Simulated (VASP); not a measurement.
# Si16Ge (a cell with a defect) in VASP: further runs, part 2 of 2

VASP 6.6.1. The steps go on from the part before.

## (3) Single point, PBE+D3(BJ)

Contents of INCAR:

```
SYSTEM = Si16Ge
ALGO     = Normal         ! electronic algorithm
EDIFF    = 1E-6           ! SCF threshold, eV
ENCUT    = 520            ! plane-wave cutoff, eV
GGA      = PE             ! functional
ISIF     = 2              ! what is computed and relaxed
ISMEAR   = -1             ! smearing method
IVDW     = 12             ! dispersion correction
LASPH    = .True.         ! aspherical terms in the spheres
LCHARG   = .True.         ! write CHGCAR
LELF     = .True.         ! ELF
LREAL    = Auto         
LVHAR    = .True.       
LWAVE    = .False.        ! write WAVECAR
NBANDS   = 53             ! bands
NELM     = 100            ! most SCF steps
PREC     = Accurate       ! precision mode
SIGMA    = 0.002          ! smearing width, eV
```

Contents of KPOINTS:

```
k-points
0
Gamma
  2 2 2
  0 0 0
```

Contents of POSCAR:

```
Si16Ge
1.0
    0.0000000000      5.4300000000      5.4300000000
    5.4300000000      0.0000000000      5.4300000000
    5.4300000000      5.4300000000      0.0000000000
Si Ge
16 1
Direct
    0.0485635359      0.0588213628     -0.2185267035
    0.0645119705      0.2022836096      0.0079742173
    0.1071915285     -0.0513535912      0.3413720074
    0.3355893186      0.0173572744      0.4546869245
   -0.1144106814      0.5768968692     -0.1059023941
   -0.0884622468      0.7686648250      0.0212983425
    0.1712154696      0.3772191529      0.3708655617
    0.1382228361      0.5802117864      0.5424033149
    0.4507366483      0.0203130755     -0.1413627993
    0.6632596685      0.0645488029     -0.0498710866
    0.6464825046     -0.1298895028      0.5118600368
    0.7319060773      0.1451473297      0.5261786372
    0.3285635359      0.7206998158     -0.1393186004
    0.5169060773      0.6671270718      0.0599447514
    0.5689963168      0.5106169429      0.4206906077
    0.7897974217      0.3774585635      0.6218047882
    0.6639686924      0.1966942910      0.2017771639
```

Potentials or basis: VASP PAW PBE potentials, release 64 (Si, Ge_d).

The run is started by

```sh
> cat potpaw_PBE.64/Si/POTCAR potpaw_PBE.64/Ge_d/POTCAR > POTCAR
> mpirun -np 1 vasp_std > vasp.out
```

Wall time 2.2 min (1 thread of AMD EPYC 9R45 (Zen 5), shared host); peak memory 0.46 GiB.

It converged, with:

```
Free energy                : -86.7729 eV
Pressure                   : 0.2 GPa
Largest force              : 3.330 eV/Å
Band gap on the k mesh     : zero (bands 39 and 40 overlap by 0.05 eV)
Dispersion energy per atom : -0.337 eV
```

Forces on the atoms (eV/Å):
```
Si   0.857  0.458  0.613
Si  -0.835 -0.171 -0.331
Si   0.764  0.579  0.198
Si  -1.071 -1.266 -1.438
Si  -1.443 -0.006 -0.116
Si  -0.740  3.232 -0.306
Si   0.859 -1.198  0.187
Si   0.253 -0.009  0.648
Si   0.090 -1.296  0.192
Si   2.297 -1.536  1.251
Si  -0.629  1.828 -0.083
Si  -0.951  0.693 -0.359
Si  -0.569 -0.338 -0.429
Si  -0.110  1.035 -0.965
Si   0.628 -1.199  0.098
Si   0.769  0.113  0.318
Ge  -0.169 -0.919  0.522
```

Stress tensor (GPa, compression positive):
```
-0.33 -2.08  1.83
-2.08  0.84 -0.47
 1.83 -0.47  0.02
```

Levels at points of the mesh, in eV from the Fermi level:
```tsv
k point	band 37	band 38	band 39	band 40	band 41	band 42
(0.00, 0.00, 0.00)	-0.67	-0.24	-0.06	0.02	0.26	0.34
(0.50, 0.00, 0.00)	-0.75	-0.63	0.01	0.11	0.23	0.84
(0.00, 0.50, 0.00)	-0.66	-0.53	-0.35	-0.03	0.12	1.01
(0.00, 0.00, 0.50)	-0.86	-0.25	-0.21	0.08	0.54	0.94
(0.50, 0.50, 0.50)	-0.85	-0.60	-0.01	0.39	0.61	0.96
(0.50, 0.50, 0.00)	-0.77	-0.34	-0.14	0.18	0.54	0.64
(0.00, 0.50, 0.50)	-0.56	-0.36	-0.14	0.04	0.12	0.90
(0.50, 0.00, 0.50)	-0.75	-0.42	-0.08	0.08	0.38	0.83
```

Caveat: the k points lie up to 0.50 Å⁻¹ apart; the atoms stand as in a frame of molecular dynamics.

## (4) Single point, PBE+D3(BJ)

Contents of INCAR:

```
SYSTEM = Si16Ge
  PREC = Accurate
  ENCUT = 520
  EDIFF = 1E-7
  ISMEAR = -1
  SIGMA = 0.002
  LREAL = Auto
  LASPH = .True.
  NELM = 100
  ALGO = Normal
  ISIF = 2
  LWAVE = .False.
  LCHARG = .True.
  GGA = PE
  IVDW = 12
  LELF = .True.
  LVHAR = .True.
  NBANDS = 53
```

Contents of KPOINTS:

```
regular mesh
0
Gamma
  2 2 2
  0 0 0
```

Contents of POSCAR:

```
Si16Ge
1.0
    0.0000000000      5.4300000000      5.4300000000
    5.4300000000      0.0000000000      5.4300000000
    5.4300000000      5.4300000000      0.0000000000
Si Ge
16 1
Direct
    0.0934714549     -0.1469152855     -0.1387016575
    0.0124677716      0.0661510129      0.0678084715
    0.1329650092     -0.0123388582      0.3229281768
    0.3001473297      0.0253959484      0.4834069982
   -0.1718416206      0.4728360958     -0.0443646409
   -0.1497790055      0.6571086556      0.1079926335
    0.1171731123      0.4196961326      0.3660497238
    0.1745395948      0.6003406998      0.6428268877
    0.5247053407     -0.1489594843     -0.1851104972
    0.7053406998     -0.0305893186     -0.1384162063
    0.6898987109     -0.2826427256      0.4792357274
    0.7803038674      0.1767495396      0.4911510129
    0.4105616943      0.5308379374     -0.1231767956
    0.3528545120      0.6265930018      0.1927808471
    0.5344935543      0.5884346225      0.3878084715
    0.8355801105      0.2817127072      0.7282688766
    0.6269797422      0.1012338858      0.2174585635
```

The run is started by

```sh
> cat potpaw_PBE.64/Si/POTCAR potpaw_PBE.64/Ge_d/POTCAR > POTCAR
> mpirun -np 1 vasp_std > vasp.out
```

Run time: 2.3 min. Hardware: 1 thread of AMD EPYC 9R45 (Zen 5), shared host; peak memory 0.46 GiB.

It converged, with:

- Free energy: -86.8781 eV
- Pressure: -2.9 GPa
- Largest force: 2.387 eV/Å
- Band gap on the k mesh: 0.03 eV
- Dispersion energy per atom: -0.336 eV

Forces in eV/Å, atoms in the order of the input:
```
Si   0.425 -0.207  1.162
Si  -0.725 -1.283  0.134
Si   0.126  1.152 -0.335
Si   0.590 -0.040 -0.215
Si  -0.529 -0.368 -0.085
Si  -0.112  1.462 -0.038
Si   0.138 -0.392 -0.340
Si   0.238 -0.357 -0.412
Si  -1.147 -0.977 -1.851
Si   1.031  0.836  1.602
Si   0.518  0.821 -0.144
Si   0.739 -0.966  0.462
Si  -0.214  0.465  0.286
Si  -0.496 -0.506  0.331
Si  -0.641  0.783 -1.271
Si   0.151 -0.209 -0.034
Ge  -0.092 -0.214  0.747
```

Stress tensor (GPa, compression positive):
```
-4.41  2.07 -0.32
 2.07 -2.55  0.17
-0.32  0.17 -1.75
```

Levels at points of the mesh, in eV from the valence-band top:
```
           k point  band 35  band 36  band 37  band 38  band 39  band 40  band 41  band 42  band 43  band 44
(0.00, 0.00, 0.00)    -0.70    -0.53    -0.22    -0.19    -0.04     0.10     0.17     0.42     0.52     0.83
(0.50, 0.00, 0.00)    -1.16    -0.86    -0.75    -0.47    -0.13     0.03     0.49     0.69     1.12     1.71
(0.00, 0.50, 0.00)    -1.35    -1.18    -1.02    -0.27    -0.10     0.17     0.48     0.71     1.15     1.54
(0.00, 0.00, 0.50)    -1.24    -1.04    -0.80    -0.70    -0.01     0.56     0.71     0.82     1.15     1.61
(0.50, 0.50, 0.50)    -1.37    -1.11    -0.97    -0.47     0.00     0.32     0.64     0.97     1.02     1.17
(0.50, 0.50, 0.00)    -1.15    -0.84    -0.71    -0.32    -0.21     0.08     0.19     0.49     0.73     1.25
(0.00, 0.50, 0.50)    -1.20    -0.89    -0.63    -0.52    -0.15     0.27     0.70     0.89     1.15     1.41
(0.50, 0.00, 0.50)    -1.05    -1.02    -0.68    -0.52    -0.28     0.10     0.48     0.81     1.38     1.52
```

Caveat: the k points lie up to 0.50 Å⁻¹ apart; the atoms stand as in a frame of molecular dynamics; semilocal functionals underestimate gaps, and a narrow one can read as zero.

## (5) Single point, PBE+D3(BJ)

Contents of INCAR:

```
SYSTEM = Si16Ge
ALGO = Normal
EDIFF = 1E-6
ENCUT = 520
GGA = PE
ISIF = 2
ISMEAR = -1
IVDW = 12
LASPH = .True.
LCHARG = .False.
LREAL = Auto
LWAVE = .False.
NBANDS = 53
NELM = 80
PREC = Accurate
SIGMA = 0.002
```

Contents of KPOINTS:

```
k-points
0
Gamma
  2 2 2
  0 0 0
```

Contents of POSCAR:

```
Si16Ge
1.0
    0.0000000000      5.4300000000      5.4300000000
    5.4300000000      0.0000000000      5.4300000000
    5.4300000000      5.4300000000      0.0000000000
Si Ge
16 1
Direct
    0.2770810313     -0.2927716390     -0.0866390424
    0.0329373849      0.1260681400      0.0622744015
    0.2017495396      0.0665930018      0.2778821363
    0.2213812155      0.1034069982      0.6716206262
   -0.0219705341      0.4180294659     -0.2293922652
   -0.2475046041      0.4868416206      0.1125138122
    0.0294198895      0.5217403315      0.2233057090
    0.1406537753      0.6635819521      0.6928453039
    0.6330478821     -0.3016482505     -0.2312246777
    0.7815837937     -0.1443830571     -0.1665193370
    0.6710681400     -0.3564640884      0.4288581952
    0.8444290976      0.1461049724      0.4692173112
    0.4694290976      0.2830939227     -0.0873664825
    0.3807366483      0.4280294659      0.2825598527
    0.4841160221      0.4414456722      0.5103959484
    0.8450644567      0.1197237569      0.8563904236
    0.6210865562      0.0527624309      0.4346040516
```

The run is started by

```sh
> cat potpaw_PBE.64/Si/POTCAR potpaw_PBE.64/Ge_d/POTCAR > POTCAR
> mpirun -np 1 vasp_std > vasp.out
```

Wall time 2.3 min (1 thread of AMD EPYC 9R45 (Zen 5), shared host); peak memory 0.45 GiB.

Results (log left out):

| Property | Result |
| --- | --- |
| Free energy | -86.4017 eV |
| Pressure | -1.2 GPa |
| Largest force | 1.829 eV/Å |
| Band gap on the k mesh | zero (bands 39 and 40 overlap by 0.15 eV) |
| Dispersion energy per atom | -0.348 eV |

Forces on the atoms (eV/Å):
```
Si  -0.238 -0.550 -0.501
Si  -0.462  0.199 -1.292
Si  -0.130  1.128  1.140
Si  -0.242  0.123 -0.368
Si  -0.268 -1.314  1.072
Si   0.035 -0.093 -0.156
Si  -0.715  0.567  0.286
Si   0.234  0.214  0.702
Si  -0.482 -0.252 -0.475
Si   0.670  0.248  0.213
Si   1.179  0.284  0.924
Si   1.530  0.457  0.314
Si   0.383 -0.170  0.118
Si  -0.680 -0.549 -0.255
Si   0.356  0.806 -0.798
Si   0.026  0.016 -0.102
Ge  -1.196 -1.112 -0.823
```

Stress tensor (GPa, compression positive):
```
-0.10  0.03  0.72
 0.03 -1.03  1.08
 0.72  1.08 -2.53
```

Levels at points of the mesh, in eV from the Fermi level:
| k point | band 36 | band 37 | band 38 | band 39 | band 40 | band 41 | band 42 | band 43 |
| --- | --- | --- | --- | --- | --- | --- | --- | --- |
| (0.00, 0.00, 0.00) | -0.46 | -0.22 | -0.19 | 0.10 | 0.15 | 0.32 | 0.42 | 0.61 |
| (0.50, 0.00, 0.00) | -1.06 | -0.83 | -0.55 | -0.07 | 0.22 | 0.55 | 0.84 | 1.03 |
| (0.00, 0.50, 0.00) | -0.68 | -0.50 | -0.39 | -0.10 | 0.10 | 0.33 | 0.70 | 1.18 |
| (0.00, 0.00, 0.50) | -0.92 | -0.67 | -0.38 | -0.19 | 0.15 | 0.56 | 0.84 | 0.97 |
| (0.50, 0.50, 0.50) | -0.99 | -0.82 | -0.45 | -0.21 | 0.04 | 0.52 | 1.08 | 1.13 |
| (0.50, 0.50, 0.00) | -0.94 | -0.73 | -0.66 | -0.26 | 0.13 | 0.24 | 0.81 | 1.16 |
| (0.00, 0.50, 0.50) | -0.89 | -0.80 | -0.50 | -0.18 | 0.16 | 0.29 | 0.59 | 0.90 |
| (0.50, 0.00, 0.50) | -1.01 | -0.79 | -0.44 | -0.20 | -0.04 | 0.51 | 0.70 | 0.89 |

Caveat: the k points lie up to 0.50 Å⁻¹ apart; the atoms stand as in a frame of molecular dynamics.

## (6) Overview

```tsv
cell	smearing	gap on the mesh (eV)	pressure (GPa)	largest force (eV/Å)
as given, atomic positions A	fermi-dirac 0.05 eV	none	1.7	2.63
as given, atomic positions B	fermi-dirac 0.002 eV	none	0.2	3.33
as given, atomic positions C	fermi-dirac 0.002 eV	0.03	-2.9	2.39
as given, atomic positions D	fermi-dirac 0.002 eV	none	-1.2	1.83
```

Alike in all rows: task single point; level PBE+D3(BJ); potentials or basis VASP PAW PBE potentials, release 64 (Si, Ge_d); no spin polarisation; k mesh 2 × 2 × 2; cutoff (eV) 520.

Caveats: all runs use coarse meshes; the atoms stand as in a frame of molecular dynamics (at least some runs); semilocal functionals underestimate gaps, and a narrow one can read as zero (at least some runs).

Absolute energies hang on the potentials; compare differences alone.
